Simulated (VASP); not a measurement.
Input of a VASP 6.6.1 run:

File INCAR:

```
SYSTEM = H2CSF4
PREC = Accurate
ENCUT = 520
EDIFF = 1E-6
ISMEAR = -1
SIGMA = 0.02
LREAL = Auto
LASPH = .TRUE.
NELM = 80
ALGO = Normal
ISIF = 2
LWAVE = .FALSE.
LCHARG = .TRUE.
GGA = PE
LELF = .TRUE.
LVHAR = .TRUE.
NBANDS = 102
```

File KPOINTS:

```
regular mesh
0
G
  1 1 1
  0 0 0
```

POSCAR

```
H2CSF4
1.0
    9.2255750000      0.0000000000      0.0000000000
    0.0000000000      9.2255750000      0.0000000000
    0.0000000000      0.0000000000      9.2255750000
S H C F
4 8 4 16
Direct
    0.4215238617      0.5683873363      0.4750489807
    0.6100649553      0.1519796869      0.7617953353
    0.1395793758      0.0212236094      0.8905027600
    0.9792018384      0.4680141888      0.4356693214
    0.4161041453      0.5658509090      0.3127176355
    0.5384705018      0.4781382190      0.4726534660
    0.6904501887      0.0627819946      0.6437864307
    0.7494600608      0.1975053045      0.8333572704
   -0.0032301510     -0.0063627470      0.8548735445
    0.1175211301      0.0049536208      1.0288356010
    1.0331280164      0.5224823385      0.5629459410
    1.0882682109      0.5594122860      0.3532137563
    0.4566544633      0.2591383193      0.2742810069
    0.6278849828      0.6917942784      0.9292103744
    0.9748118681      0.9874506467      0.4010806914
    0.0833335592      0.5645176588      0.0140370654
    0.3236871415      0.2913856318      0.2689913637
    0.5257124895      0.3655381914      0.2153253320
    0.4956764213      0.2324299569      0.4105218374
    0.4819970571      0.1319484151      0.1913268279
    0.6843259092      0.6946884070      1.0655921176
    0.4984621555      0.6201456278      0.9467594161
    0.6244055249      0.8103017969      0.8491936817
    0.6983629747      0.5926785051      0.8293900380
    1.0171181742      1.0565628701      0.5157402113
    0.8886166987      0.8716638258      0.4372843969
    0.9048866873      1.0726160700      0.3006533468
    1.0958558139      0.9276061384      0.3339195660
    0.1875655447      0.6241236996      0.1102045130
   -0.0373201670      0.5262869794      0.0640935660
    0.0450595220      0.6866563873     -0.0661313793
    0.1481642066      0.4662365218     -0.0696108373
```

Potentials or basis: VASP PAW PBE potentials, release 64 (S, H, C, F).

The run is started by

```sh
$ cat potpaw_PBE.64/S/POTCAR potpaw_PBE.64/H/POTCAR potpaw_PBE.64/C/POTCAR potpaw_PBE.64/F/POTCAR > POTCAR
$ mpirun -np 1 vasp_gam > vasp.out
```

Problem. What does it give for the band gap on the k mesh?

Solution. 3.71 eV.

Problem. Estimate the largest force.

Solution. 5.659 eV/Å.

Stress tensor (GPa, compression positive):
```
-0.05  0.12 -0.43
 0.12 -0.71 -0.80
-0.43 -0.80 -2.19
```

Caveat: the k points lie up to 0.68 Å⁻¹ apart.
